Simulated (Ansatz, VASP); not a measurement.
HfWS4: VASP beside Ansatz

```xyz
6
Lattice="4.3379 0.0000 0.0000 -2.1690 3.7567 0.0000 0.0000 0.0000 9.4202" Properties=species:S:1:pos:R:3 pbc="T T T"
Hf    0.0000    0.0000    4.7101
W     0.0000    0.0000    0.0000
S     0.0000    0.0000    7.0349
S     0.0000    0.0000    2.3853
S     0.0000    2.5045    0.0000
S     2.1690    1.2522    0.0000
```

Alike in both runs: functional PBE; k mesh 6 × 6 × 4; occupations gaussian, width 0.1 eV; no spin polarisation.

Ansatz relaxed the structure, and its values are those at the end. VASP's run is a single point on that final structure, the one shown.

```csv
,VASP,Ansatz
version,VASP 6.6.1,Ansatz 0.2.0
potentials or method,"VASP PAW PBE potentials, release 64 (Hf_pv, W_sv, S), cutoff 520 eV","scalar-relativistic, plane waves, PAW"
valence electrons in the cell,48,64
```

```tsv
	VASP	Ansatz	Ansatz less VASP
gap on the k mesh at the Fermi level (eV)	none	none	-
pressure (GPa)	0.0	0.1	+0.10
rms of the force components (eV/Å)	0.018	0.007	-0.0118
```

A gap of «none» marks a metal or a gap that the smearing closes. With one functional, cell and mesh, what is left measures potentials, basis and numerics. VASP's potentials hold 48 valence electrons a cell and Ansatz's 64, so a difference there can come from the potentials and not from the codes.

Spin-orbit coupling is off throughout.
